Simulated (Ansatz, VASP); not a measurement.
## Si3N in VASP and in Ansatz

Contents of INCAR:

```
PREC = Accurate ; ENCUT = 520
EDIFF = 1E-7 ; ISMEAR = 0
SIGMA = 0.05 ; LREAL = F
LASPH = T ; NELM = 60
ALGO = Normal ; ISIF = 2
LWAVE = F ; LCHARG = F
LDIPOL = T ; IDIPOL = 3
DIPOL = 0.5 0.5 0.328 ; GGA = PE
IVDW = 12 ; NBANDS = 27
```

Contents of KPOINTS:

```
Automatic mesh
0
Gamma
  7 5 1
```

File POSCAR:

```
Si3N
1.0
    3.8333442755      0.0000000000      0.0000000000
    0.0000000000      5.4211674636      0.0000000000
    0.0000000000      0.0000000000     22.4877586337
Si N
6 2
Direct
    0.5000000000      0.0000000000      0.1778745523
    0.0000000000      0.2500000000      0.1778745523
    0.0000000000      0.5038839981      0.2608672216
    0.5000000000      0.7461160019      0.2608672216
    0.5000000000      0.0086033066      0.3418641564
    0.0000000000      0.2413966934      0.3418641564
    0.8333333333      0.0086033066      0.5063981173
    0.8333333333      0.0086033066      0.5553136192
```

Input for Ansatz:

```yaml
crystal:
  lattice:
    - [3.8333442755, 0.0, 0.0]
    - [0.0, 5.4211674636, 0.0]
    - [0.0, 0.0, 22.4877586337]
  atoms:
    - { symbol: Si, position: [0.5, 0.0, 0.1778745523] }
    - { symbol: Si, position: [0.0, 0.25, 0.1778745523] }
    - { symbol: Si, position: [0.0, 0.5038839981, 0.2608672216] }
    - { symbol: Si, position: [0.5, 0.7461160019, 0.2608672216] }
    - { symbol: Si, position: [0.5, 0.0086033066, 0.3418641564] }
    - { symbol: Si, position: [0.0, 0.2413966934, 0.3418641564] }
    - { symbol: "N", position: [0.8333333333, 0.0086033066, 0.5063981173] }
    - { symbol: "N", position: [0.8333333333, 0.0086033066, 0.5553136192] }
basis:
  ecutwfc: 420
kpoints:
  mp_grid: { grid: [7, 5, 1] }
hamiltonian:
  xc: pbe
  pseudopotentials: { kind: paw, azcp: { folder: soft_1 } }
  dispersion: d3bj
scf:
  occupations: { method: gaussian, width: 0.05 }
output:
  forces: true
  eigenvalues: true
efield:
  axis: 3
  dipole_correction: true
  ramp_width: 0.04
```

Alike in both runs: task single point; functional PBE; dispersion D3(BJ); k mesh 7 × 5 × 1; occupations gaussian, width 0.05 eV; no spin polarisation.

```csv
,VASP,Ansatz
version,VASP 6.6.1,Ansatz 0.2.0
potentials or method,"VASP PAW PBE potentials, release 64 (Si, N), cutoff 520 eV","scalar-relativistic, plane waves, PAW"
valence electrons in the cell,34,34
```

|  | VASP | Ansatz | Ansatz less VASP |
| --- | --- | --- | --- |
| gap on the k mesh at the Fermi level (eV) | none | none | - |
| rms of the force components (eV/Å) | 0.636 | 0.190 | -0.4460 |

Atom by atom the forces differ by 0.519 eV/Å (rms over components). A gap of «none» marks a metal or a gap that the smearing closes. One of these differences is far larger than is usual between the two programs; its cause wasn't traced.

Noted on VASP's run: the standard files for N, O and F lose accuracy on very short bonds.
